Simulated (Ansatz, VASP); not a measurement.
**One calculation of SnO2, two programs**

```xyz
6
Lattice="-1.9861 1.9861 5.0902 1.9861 -1.9861 5.0902 1.9861 1.9861 -5.0902" Properties=species:S:1:pos:R:3 pbc="T T T"
Sn    0.0000    1.9861    2.5451
Sn    0.0000    0.0000    0.0000
O     0.0000    0.0000    8.1137
O     0.0000    1.9861    4.6117
O     0.0000    0.0000    2.0666
O     0.0000    1.9861    0.4785
```

Alike in both runs: task single point; functional LDA; k mesh 10 × 10 × 10; occupations gaussian, width 0.05 eV; no spin polarisation.

```csv
,VASP,Ansatz
version,VASP 6.6.1,Ansatz 0.2.0
potentials or method,"VASP PAW LDA potentials, release 64 (Sn_d, O), cutoff 520 eV","scalar-relativistic, plane waves, PAW"
valence electrons in the cell,52,52
```

VASP gave:

- gap on the k mesh at the Fermi level (eV): 1.77
- least direct gap on the mesh (eV): 2.16
- pressure (GPa): 0.9
- traceless stress, the component that is largest in VASP (GPa): 0.24
- rms of the force components (eV/Å): 0.018

Question: Estimate Ansatz's values.

Answer: gap on the k mesh at the Fermi level (eV): 1.73; least direct gap on the mesh (eV): 2.13; pressure (GPa): 0.0; traceless stress, the component that is largest in VASP (GPa): 0.00; rms of the force components (eV/Å): 0.000.

LDA's correlation is that of Perdew and Zunger in VASP and of Perdew and Wang (1992) in Ansatz. Atom by atom the forces differ by 0.018 eV/Å (rms over components).
